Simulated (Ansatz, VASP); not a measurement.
# Two plane-wave programs on Ru

File INCAR:

```
SYSTEM = Ru
PREC = Accurate
ENCUT = 520
EDIFF = 1E-6
ISMEAR = 0
SIGMA = 0.1
LREAL = .FALSE.
LASPH = .TRUE.
NELM = 60
ALGO = Normal
ISIF = 2
LWAVE = .FALSE.
LCHARG = .FALSE.
GGA = PE
NBANDS = 21
```

KPOINTS

```
Automatic mesh
0
G
  15 15 8
  0 0 0
```

POSCAR

```
Ru
1.0
    2.7456828164      0.0000000000      0.0000000000
   -1.3728414082      2.3778310698      0.0000000000
    0.0000000000      0.0000000000      4.4734722060
Ru
2
Direct
    0.3333333333      0.6666666667      0.2640124711
    0.6666666667      0.3333333333      0.7359875289
```

Input for Ansatz:

```yaml
crystal:
  lattice:
    - [2.7456828164, 0.0, 0.0]
    - [-1.3728414082, 2.3778310698, 0.0]
    - [0.0, 0.0, 4.473472206]
  atoms:
    - { symbol: Ru, position: [0.3333333333, 0.6666666667, 0.2640124711] }
    - { symbol: Ru, position: [0.6666666667, 0.3333333333, 0.7359875289] }
basis:
  ecutwfc: 420
kpoints:
  mp_grid: { grid: [15, 15, 8] }
hamiltonian:
  xc: pbe
scf:
  occupations: { method: gaussian, width: 0.1 }
output:
  forces: true
  stress: true
  eigenvalues: true
```

Alike in both runs: task single point; functional PBE; k mesh 15 × 15 × 8; occupations gaussian, width 0.1 eV; no spin polarisation.

|  | VASP | Ansatz |
| --- | --- | --- |
| version | VASP 6.6.1 | Ansatz 0.2.0 |
| potentials or method | VASP PAW PBE potentials, release 64 (Ru_pv), cutoff 520 eV | scalar-relativistic, plane waves, PAW |
| valence electrons in the cell | 28 | 32 |

Ansatz gave:

```
gap on the k mesh at the Fermi level (eV)                     : none
pressure (GPa)                                                : -13.9
traceless stress, the component that is largest in VASP (GPa) : -6.44
rms of the force components (eV/Å)                            : 0.509
```

Task: Estimate VASP's values.

Result: gap on the k mesh at the Fermi level (eV): none; pressure (GPa): -14.1; traceless stress, the component that is largest in VASP (GPa): -6.41; rms of the force components (eV/Å): 0.513.

Atom by atom the forces differ by 0.003 eV/Å (rms over components). A gap of «none» marks a metal or a gap that the smearing closes. VASP's potentials hold 28 valence electrons a cell and Ansatz's 32, so a difference there can come from the potentials and not from the codes.
